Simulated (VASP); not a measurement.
# KTaO3 (Pm-3m) in VASP: notebook

Aim: see how the results for KTaO3 move with the level of theory and the settings. Levels: r2SCAN+D4, r2SCAN, LDA. Tasks: relaxation of cell and atoms, single point.

Everything below comes from runs of VASP 6.6.1. Logs are shortened: lines on timing, memory, paths and dates and some standing lists are left out, and cuts for length are marked.

## Step 1: The cell of the first run

It takes space group Pm-3m (No. 221, cubic). The conventional cell has a = 3.988 Å, b = 3.988 Å, c = 3.988 Å, α = 90.00°, β = 90.00°, γ = 90.00°. K (site symmetry m-3m) has 12 O at 2.82 Å and 8 Ta at 3.45 Å within 3.7 Å. Ta (site symmetry m-3m) has 6 O at 1.99 Å within 2.6 Å. O (site symmetry 4/mmm) has 2 Ta at 1.99 Å within 2.6 Å.

## Step 2: Relaxation of cell and atoms, r2SCAN+D4

Input file POSCAR:

```
KTaO3
1.0
    3.9883000000      0.0000000000      0.0000000000
    0.0000000000      3.9883000000      0.0000000000
    0.0000000000      0.0000000000      3.9883000000
K Ta O
1 1 3
Direct
    0.5000000000      0.5000000000      0.5000000000
    0.0000000000      0.0000000000      0.0000000000
    0.5000000000      0.0000000000      0.0000000000
    0.0000000000      0.5000000000      0.0000000000
    0.0000000000      0.0000000000      0.5000000000
```

Input file INCAR.step1:

```
SYSTEM = KTaO3
PREC = Accurate ; ENCUT = 600
ISMEAR = 0 ; SIGMA = 0.01
LREAL = .False. ; LASPH = .True.
NELM = 100 ; GGA = PE
ALGO = Normal ; EDIFF = 1E-4
LWAVE = .True. ; LCHARG = .False.
```

Input file INCAR.step2:

```
SYSTEM = KTaO3
PREC = Accurate ; ENCUT = 600
EDIFF = 1E-7 ; ISMEAR = 0
SIGMA = 0.01 ; LREAL = .False.
LASPH = .True. ; NELM = 100
ALGO = Normal ; ISIF = 3
LWAVE = .False. ; LCHARG = .False.
METAGGA = R2SCAN ; LMIXTAU = .True.
IVDW = 13 ; VDW_S6 = 1.0
VDW_S8 = 0.6018749 ; VDW_A1 = 0.51559235
VDW_A2 = 5.77342911 ; IBRION = 2
NSW = 80 ; EDIFFG = -0.01
ISTART = 1
```

Input file KPOINTS:

```
Automatic mesh
0
Gamma
  4 4 4
  0 0 0
```

Potentials or basis: VASP PAW PBE potentials, release 64 (K_sv, Ta_pv, O).

On the command line:

```sh
cat potpaw_PBE.64/K_sv/POTCAR potpaw_PBE.64/Ta_pv/POTCAR potpaw_PBE.64/O/POTCAR > POTCAR
cp INCAR.step1 INCAR
mpirun -np 1 vasp_std > vasp.out
cp INCAR.step2 INCAR
mpirun -np 1 vasp_std > vasp.out
```

OUTCAR:

```text
SYSTEM = KTaO3
   PREC = Accurate
   ENCUT = 600
   EDIFF = 1E-7
   ISMEAR = 0
   LREAL = .False.
   LASPH = .True.
   NELM = 100
   ISIF = 3
   METAGGA = R2SCAN
   IVDW = 13
   IBRION = 2
   NSW = 80
   EDIFFG = -0.01
   ISTART = 1

 ion  position               nearest neighbor table
   1  0.500  0.500  0.500-   3 2.82   4 2.82   5 2.82   3 2.82   4 2.82   3 2.82   5 2.82   3 2.82
                             4 2.82   5 2.82   4 2.82   5 2.82   2 3.45   2 3.45   2 3.45   2 3.45
   2  0.000  0.000  0.000-   3 1.99   4 1.99   5 1.99   5 1.99   4 1.99   3 1.99   1 3.45   1 3.45
                             1 3.45   1 3.45   1 3.45   1 3.45   1 3.45   1 3.45
   3  0.500  0.000  0.000-   2 1.99   2 1.99   1 2.82   1 2.82   1 2.82   1 2.82
   4  0.000  0.500  0.000-   2 1.99   2 1.99   1 2.82   1 2.82   1 2.82   1 2.82
   5  0.000  0.000  0.500-   2 1.99   2 1.99   1 2.82   1 2.82   1 2.82   1 2.82

  LATTYP: Found a simple cubic cell.
 ALAT       =     3.9883000000

  Lattice vectors:

 A1 = (   3.9883000000,   0.0000000000,   0.0000000000)
 A2 = (   0.0000000000,   3.9883000000,   0.0000000000)
 A3 = (   0.0000000000,   0.0000000000,   3.9883000000)

Analysis of symmetry for initial positions (statically):
=====================================================================
 Subroutine PRICEL returns:
 Original cell was already a primitive cell.

 Routine SETGRP: Setting up the symmetry group for a
 simple cubic supercell.

 Subroutine GETGRP returns: Found 48 space group operations
 (whereof 48 operations were pure point group operations)
 out of a pool of 48 trial point group operations.

The static configuration has the point symmetry O_h .

Analysis of symmetry for dynamics (positions and initial velocities):
=====================================================================
 Subroutine PRICEL returns:
 Original cell was already a primitive cell.

 Routine SETGRP: Setting up the symmetry group for a
 simple cubic supercell.

 Subroutine GETGRP returns: Found 48 space group operations
 (whereof 48 operations were pure point group operations)
 out of a pool of 48 trial point group operations.

The dynamic configuration has the point symmetry O_h .

 Subroutine INISYM returns: Found 48 space group operations
 (whereof 48 operations are pure point group operations),
 and found     1 'primitive' translations

----------------------------------------------------------------------------------------

                                     Primitive cell

  volume of cell :      63.4400

  direct lattice vectors                    reciprocal lattice vectors
     3.988300000  0.000000000  0.000000000     0.250733395  0.000000000  0.000000000
     0.000000000  3.988300000  0.000000000     0.000000000  0.250733395  0.000000000
     0.000000000  0.000000000  3.988300000     0.000000000  0.000000000  0.250733395

  length of vectors
     3.988300000  3.988300000  3.988300000     0.250733395  0.250733395  0.250733395

  position of ions in fractional coordinates (direct lattice)
     0.500000000  0.500000000  0.500000000
     0.000000000  0.000000000  0.000000000
     0.500000000  0.000000000  0.000000000
     0.000000000  0.500000000  0.000000000
     0.000000000  0.000000000  0.500000000

  ion indices of the primitive-cell ions
   primitive index   ion index
                 1           1
                 2           2
                 3           3
                 4           4
                 5           5

----------------------------------------------------------------------------------------

 KPOINTS: Automatic mesh

Automatic generation of k-mesh.
 Grid dimensions read from file:
 generate k-points for:    4    4    4

 Generating k-lattice:

  Cartesian coordinates                     Fractional coordinates (reciprocal lattice)
     0.062683349  0.000000000  0.000000000     0.250000000  0.000000000  0.000000000
     0.000000000  0.062683349  0.000000000     0.000000000  0.250000000  0.000000000
[... 38 lines left out ...]
   LNONCOLLINEAR =      F non collinear calculations
   LSORBIT =      F    spin-orbit coupling
   LASPH  =      T    aspherical Exc in radial PAW
   ENCUT  =  600.0 eV  44.10 Ry    6.64 a.u.   7.97  7.97  7.97*2*pi/ulx,y,z
   NELM   =    100;   NELMIN=  2; NELMDL=  0     # of ELM steps
   EDIFF  = 0.1E-06   stopping-criterion for ELM
   LREAL  =      F    real-space projection
   EDIFFG = -.1E-01   stopping-criterion for IOM
   NSW    =     80    number of steps for IOM
   IBRION =      2    ionic relax: 0-MD 1-quasi-New 2-CG
   NFREE  =      1    steps in history (QN), initial steepest desc. (CG)
   ISIF   =      3    stress and relaxation
   ISYM   =      2    0-nonsym 1-usesym 2-fastsym
   POTIM  = 0.5000    time-step for ionic-motion
   TEBEG  =    0.0;   TEEND  =   0.0 temperature during run
   PSTRESS=    0.0 pullay stress
   NELECT =      38.0000    total number of electrons
   NUPDOWN=      -1.0000    fix difference up-down
   EMIN   =  10.00;   EMAX   =-10.00  energy-range for DOS
   EFERMI =   0.00;   METHOD = LEGACY
   ISMEAR =     0;   SIGMA  =   0.01  broadening in eV -4-tet -1-fermi 0-gaus
   EFERMI_NEDOS =   21; number of points for ismear=-14 and -15
   IALGO  =     38    algorithm
   IMIX   =      4    mixing-type and parameters
     AMIX     =   0.40;   BMIX     =  1.00
     AMIX_MAG =   1.60;   BMIX_MAG =  1.00
  volume/ion in A,a.u.               =      12.69        85.62
  Fermi-wavevector in a.u.,A,eV,Ry     =   1.380008  2.607837 25.911228  1.904422
  Thomas-Fermi vector in A             =   2.504925
   LORBIT       =      0    0 simple, 1 ext, 2 COOP (PROOUT), +10 PAW based schemes
   METAGGA = R2SCAN    functional components
   LHFCALC =     F    Hartree Fock is set to
   AEXX    =    0.0000 exact exchange contribution
   IVDW    =    13    specifies the selected vdW correction
   LEPSILON=     F    determine dielectric tensor
   LRPA    =     F    only Hartree local field effects (RPA)
 conjugate gradient relaxation of ions
 non-spin polarized calculation
 Gauss-broadening in eV      SIGMA  =   0.01
  energy-cutoff  :      600.00
  volume of cell :       63.44
 maximum number of plane-waves:      2176
 NGX is ok and might be reduce to    32
   NGX = 15   NGY = 15   NGZ = 15

--------------------------------------- Ionic step        1  -------------------------------------------

 number of electron      37.9999990 magnetization

 Free energy of the ion-electron system (eV)
  ---------------------------------------------------
  ext. energy  EPLUGINS =         0.00000000
  ---------------------------------------------------
  free energy    TOTEN  =       -87.15025253 eV

  energy without entropy =      -87.15025253  energy(sigma->0) =      -87.15025253

------------------------ aborting loop because EDIFF is reached ----------------------------------------

  DFT-D4 for vdW energy calculation

  Edisp (eV):   -0.30144

  FORCE on cell =-STRESS in cart. coord.  units (eV):
  Direction    XX          YY          ZZ          XY          YZ          ZX
  --------------------------------------------------------------------------------------
  -------------------------------------------------------------------------------------
  Total       0.11616     0.11616     0.11616     0.00000    -0.00000     0.00000
  in kB       2.93373     2.93373     2.93373     0.00000    -0.00000     0.00000
  external pressure =        2.93 kB  Pullay stress =        0.00 kB
[... 67 lines left out ...]
  energy  without entropy=      -87.4515961217  energy(sigma->0) =      -87.45159612

--------------------------------------- Ionic step        3  -------------------------------------------

 number of electron      37.9999991 magnetization

 Free energy of the ion-electron system (eV)
  ---------------------------------------------------
  ext. energy  EPLUGINS =         0.00000000
  ---------------------------------------------------
  free energy    TOTEN  =       -87.15074257 eV

  energy without entropy =      -87.15074257  energy(sigma->0) =      -87.15074257

 E-fermi :   1.4872     XC(G=0): -11.5490

 val. band max:        1.4141158498   @ k =   0.5000   0.5000   0.5000
 cond. band min:       3.9949835418   @ k =   0.0000   0.0000   0.0000
 fundamental gap:      2.5808676919
 Fermi energy:         1.4872098548

 k-point     1 :       0.0000    0.0000    0.0000
  band No.  band energies     occupation
      1     -33.8938      2.00000
      2     -33.8938      2.00000
      3     -33.8938      2.00000
      4     -27.0377      2.00000
      5     -17.1342      2.00000
      6     -16.4657      2.00000
[... 285 lines left out ...]
  FREE ENERGIE OF THE ION-ELECTRON SYSTEM (eV)
  ---------------------------------------------------
  free  energy   TOTEN  =       -87.4517674078 eV

  energy  without entropy=      -87.4517674078  energy(sigma->0) =      -87.45176741

 reached required accuracy - stopping structural energy minimisation
```

Run time: 1.9 min. Hardware: 1 thread of Intel Xeon 6975P-C, shared host; peak memory 0.21 GiB.

Results:

| Item | Value |
| --- | --- |
| Free energy | -87.4518 eV |
| Relaxed volume | 12.70 Å³/atom |
| Relaxed cell | a = 3.990 Å, b = 3.990 Å, c = 3.990 Å, α = 90.00°, β = 90.00°, γ = 90.00° |
| Space group after relaxing (to 0.05 Å) | Pm-3m (No. 221) |
| Energy gained by relaxing | 0.0 meV/atom |
| Ionic steps | 3 |
| Pressure after relaxing | 0.0 GPa |
| Band gap on the k mesh | 2.58 eV, indirect (least direct gap 3.23 eV) |
| Dispersion energy per atom | -0.060 eV |

Final structure:
```yaml
crystal:
  lattice:
    - [3.99008, 0.00000, 0.00000]
    - [0.00000, 3.99008, 0.00000]
    - [0.00000, 0.00000, 3.99008]
  atoms:
    - { symbol: K, position: [0.50000, 0.50000, 0.50000] }
    - { symbol: Ta, position: [0.00000, 0.00000, 0.00000] }
    - { symbol: O, position: [0.50000, 0.00000, 0.00000] }
    - { symbol: O, position: [0.00000, 0.50000, 0.00000] }
    - { symbol: O, position: [0.00000, 0.00000, 0.50000] }
```

Caveat: the PAW data sets were made with another functional, which shifts forces and pressure a little; spin-orbit coupling is left out, which moves the levels of the heavy elements. r2SCAN opens gaps a little over a GGA but as a rule still falls short of measured ones.

## Step 3: Relaxation of cell and atoms, r2SCAN

POSCAR is that of step 2.

Input file INCAR.step1:

```
SYSTEM = KTaO3
ALGO = Normal
EDIFF = 1E-4
ENCUT = 600
GGA = PE
ISMEAR = 0
LASPH = .True.
LCHARG = .False.
LREAL = .False.
LWAVE = .True.
NELM = 100
PREC = Accurate
SIGMA = 0.01
```

Input file INCAR.step2:

```
SYSTEM = KTaO3
ALGO = Normal
EDIFF = 1E-6
EDIFFG = -0.01
ENCUT = 600
IBRION = 2
ISIF = 3
ISMEAR = 0
ISTART = 1
LASPH = .True.
LCHARG = .False.
LMIXTAU = .True.
LREAL = .False.
LWAVE = .False.
METAGGA = R2SCAN
NELM = 100
NSW = 80
PREC = Accurate
SIGMA = 0.01
```

Input file KPOINTS:

```
k-points
0
Gamma
  4 4 4
  0 0 0
```

Potentials or basis: VASP PAW PBE potentials, release 64 (K_sv, Ta_pv, O).

On the command line:

```sh
cat potpaw_PBE.64/K_sv/POTCAR potpaw_PBE.64/Ta_pv/POTCAR potpaw_PBE.64/O/POTCAR > POTCAR
cp INCAR.step1 INCAR
mpirun -np 1 vasp_std > vasp.out
cp INCAR.step2 INCAR
mpirun -np 1 vasp_std > vasp.out
```

Wall time 1.9 min (1 thread of Intel Xeon 6975P-C, shared host); peak memory 0.21 GiB.

It converged, with:

```yaml
Free_energy: -87.1513 eV
Relaxed_volume: 12.75 Å³/atom
Relaxed_cell: a = 3.995 Å, b = 3.995 Å, c = 3.995 Å, α = 90.00°, β = 90.00°, γ = 90.00°
Space_group_after_relaxing_to_0.05_Å: Pm-3m (No. 221)
Energy_gained_by_relaxing: 0.2 meV/atom
Ionic_steps: 3
Pressure_after_relaxing: 0.0 GPa
Band_gap_on_the_k_mesh: 2.57 eV, indirect (least direct gap 3.23 eV)
```

The path:
| step | energy change (eV) | largest force (eV/Å) | pressure (GPa) | volume (Å³) |
| --- | --- | --- | --- | --- |
| 1 | 0.0000 | 0.0000 | 1.08 | 63.44 |
| 2 | 0.0012 | 0.0000 | -1.53 | 64.23 |
| 3 | -0.0011 | 0.0000 | 0.01 | 63.76 |

Final structure:
```yaml
crystal:
  lattice:
    - [3.99505, 0.00000, 0.00000]
    - [0.00000, 3.99505, 0.00000]
    - [0.00000, 0.00000, 3.99505]
  atoms:
    - { symbol: K, position: [0.50000, 0.50000, 0.50000] }
    - { symbol: Ta, position: [0.00000, 0.00000, 0.00000] }
    - { symbol: O, position: [0.50000, 0.00000, 0.00000] }
    - { symbol: O, position: [0.00000, 0.50000, 0.00000] }
    - { symbol: O, position: [0.00000, 0.00000, 0.50000] }
```

Levels at points of the mesh, in eV from the valence-band top:
```tsv
k point	band 16	band 17	band 18	band 19	band 20	band 21	band 22	band 23
(0.00, 0.00, 0.00)	-1.09	-0.66	-0.66	-0.66	2.57	2.57	2.57	7.00
(0.50, 0.00, 0.00)	-2.14	-1.53	-0.89	-0.89	2.72	5.39	5.39	7.03
(0.50, 0.50, 0.00)	-1.75	-1.46	-1.46	-0.04	5.42	5.42	6.72	8.03
(0.50, 0.50, 0.50)	-3.95	0.00	0.00	0.00	6.86	6.86	6.86	9.65
```

Caveat: the PAW data sets were made with another functional, which shifts forces and pressure a little; spin-orbit coupling is left out, which moves the levels of the heavy elements. A k mesh can miss the band edges.

## Step 4: Single point, LDA

This run uses another cell than the first one, of 12.35 Å³/atom, 0.973 times its volume.

Input file INCAR:

```
SYSTEM = KTaO3
PREC = Accurate ; ENCUT = 600
EDIFF = 1E-6 ; ISMEAR = 0
SIGMA = 0.01 ; LREAL = .FALSE.
LASPH = .TRUE. ; NELM = 120
ALGO = Normal ; ISIF = 2
LWAVE = .FALSE. ; LCHARG = .FALSE.
GGA = CA ; NBANDS = 28
GGA_COMPAT = .FALSE.
```

Input file KPOINTS:

```
Automatic mesh
0
G
  4 4 4
  0 0 0
```

Changes to POSCAR since step 3:

```diff
@@ -2,5 +2,5 @@
 1.0
-    3.9883000000      0.0000000000      0.0000000000
-    0.0000000000      3.9883000000      0.0000000000
-    0.0000000000      0.0000000000      3.9883000000
+    3.9522389176      0.0000000000      0.0000000000
+    0.0000000000      3.9522389176      0.0000000000
+    0.0000000000      0.0000000000      3.9522389176
 K Ta O
```

Potentials or basis: VASP PAW LDA potentials, release 64 (K_sv, Ta_sv_GW, O).

On the command line:

```sh
cat potpaw_LDA.64/K_sv/POTCAR potpaw_LDA.64/Ta_sv_GW/POTCAR potpaw_LDA.64/O/POTCAR > POTCAR
mpirun -np 1 vasp_std > vasp.out
```

Wall time 23 s (1 thread of Intel Xeon Platinum 8488C (Sapphire Rapids), shared host); peak memory 0.16 GiB.

The run converged. Its results:

```
Free energy            : -47.5919 eV
Pressure               : 0.8 GPa
Band gap on the k mesh : 2.09 eV, indirect (least direct gap 2.70 eV)
```

Levels at points of the mesh, in eV from the valence-band top:
```csv
k point,band 17,band 18,band 19,band 20,band 21,band 22,band 23,band 24
"(0.00, 0.00, 0.00)",-1.12,-0.61,-0.61,-0.61,2.09,2.09,2.09,6.59
"(0.50, 0.00, 0.00)",-2.24,-1.63,-0.84,-0.84,2.27,5.13,5.13,7.15
"(0.50, 0.50, 0.00)",-1.57,-1.48,-1.48,-0.04,5.17,5.17,6.50,8.03
"(0.50, 0.50, 0.50)",-4.03,0.00,0.00,0.00,6.66,6.66,6.66,8.79
```

Caveat: spin-orbit coupling is left out, which moves the levels of the heavy elements.

## Step 5: Single point, r2SCAN+D4

This run uses another cell than the first one, of 12.66 Å³/atom, 0.998 times its volume.

Changes to POSCAR since step 4:

```diff
@@ -2,5 +2,5 @@
 1.0
-    3.9522389176      0.0000000000      0.0000000000
-    0.0000000000      3.9522389176      0.0000000000
-    0.0000000000      0.0000000000      3.9522389176
+    3.9854310334      0.0000000000      0.0000000000
+    0.0000000000      3.9854310334      0.0000000000
+    0.0000000000      0.0000000000      3.9854310334
 K Ta O
```

Input file INCAR.step1:

```
  PREC = Accurate
  ENCUT = 660
  ISMEAR = 0
  SIGMA = 0.01
  LREAL = F
  LASPH = T
  NELM = 120
  NBANDS = 28
  GGA = PE
  ALGO = Normal
  EDIFF = 1E-5
  LWAVE = T
  LCHARG = F
  GGA_COMPAT = F
```

Input file INCAR.step2:

```
  PREC = Accurate
  ENCUT = 660
  EDIFF = 1E-6
  ISMEAR = 0
  SIGMA = 0.01
  LREAL = F
  LASPH = T
  NELM = 120
  ALGO = Normal
  ISIF = 2
  LWAVE = F
  LCHARG = F
  METAGGA = R2SCAN
  LMIXTAU = T
  IVDW = 13
  VDW_S6 = 1.0
  VDW_S8 = 0.6018749
  VDW_A1 = 0.51559235
  VDW_A2 = 5.77342911
  NBANDS = 28
  ISTART = 1
  GGA_COMPAT = F
```

Input file KPOINTS:

```
regular mesh
0
Gamma
  4 4 4
```

Potentials or basis: VASP PAW PBE potentials, release 64 (K_sv, Ta_sv_GW, O).

On the command line:

```sh
cat potpaw_PBE.64/K_sv/POTCAR potpaw_PBE.64/Ta_sv_GW/POTCAR potpaw_PBE.64/O/POTCAR > POTCAR
cp INCAR.step1 INCAR
mpirun -np 1 vasp_std > vasp.out
cp INCAR.step2 INCAR
mpirun -np 1 vasp_std > vasp.out
```

Wall time 96 s (1 thread of AMD EPYC 7R13 (Zen 3), shared host); peak memory 0.2 GiB.

It converged, with:

* Free energy: -90.0883 eV
* Pressure: 0.0 GPa
* Band gap on the k mesh: 2.61 eV, indirect (least direct gap 3.26 eV)
* Dispersion energy per atom: -0.060 eV

Levels at points of the mesh, in eV from the valence-band top:
```csv
k point,band 16,band 17,band 18,band 19,band 20,band 21,band 22,band 23,band 24,band 25
"(0.00, 0.00, 0.00)",-1.09,-1.09,-0.65,-0.65,-0.65,2.61,2.61,2.61,7.18,7.18
"(0.50, 0.00, 0.00)",-2.38,-2.15,-1.54,-0.88,-0.88,2.76,5.45,5.45,7.22,9.20
"(0.50, 0.50, 0.00)",-2.83,-1.72,-1.46,-1.46,-0.04,5.49,5.49,6.81,8.22,10.83
"(0.50, 0.50, 0.50)",-3.96,-3.96,0.00,0.00,0.00,6.94,6.94,6.94,9.66,9.66
```

Caveat: the PAW data sets were made with another functional, which shifts forces and pressure a little; spin-orbit coupling is left out, which moves the levels of the heavy elements.

## Step 6: The runs side by side

```tsv
task	level	potentials or basis	cell	cutoff (eV)	second run	gap on the mesh (eV)	pressure (GPa)	relaxed volume (Å³/atom)
relaxation of cell and atoms	r2SCAN+D4	VASP PAW PBE potentials, release 64 (K_sv, Ta_pv, O)	relaxed from a = 3.988 Å, 5 atoms	600	-	2.58	0.0	12.70
relaxation of cell and atoms	r2SCAN	VASP PAW PBE potentials, release 64 (K_sv, Ta_pv, O)	relaxed from a = 3.988 Å, 5 atoms	600	-	2.57	0.0	12.75
single point	LDA	VASP PAW LDA potentials, release 64 (K_sv, Ta_sv_GW, O)	a = 3.952 Å, 5 atoms	600	valence_matched	2.09	0.8	-
single point	r2SCAN+D4	VASP PAW PBE potentials, release 64 (K_sv, Ta_sv_GW, O)	a = 3.985 Å, 5 atoms	660	valence_matched	2.61	0.0	-
```

Alike in all rows: no spin polarisation; k mesh 4 × 4 × 4; smearing gaussian 0.01 eV.

Caveats: spin-orbit coupling is left out, which moves the levels of the heavy elements; the PAW data sets were made with another functional, which shifts forces and pressure a little (some runs).

Total energies depend on the potentials used, so only differences within one code and one set of settings carry meaning.
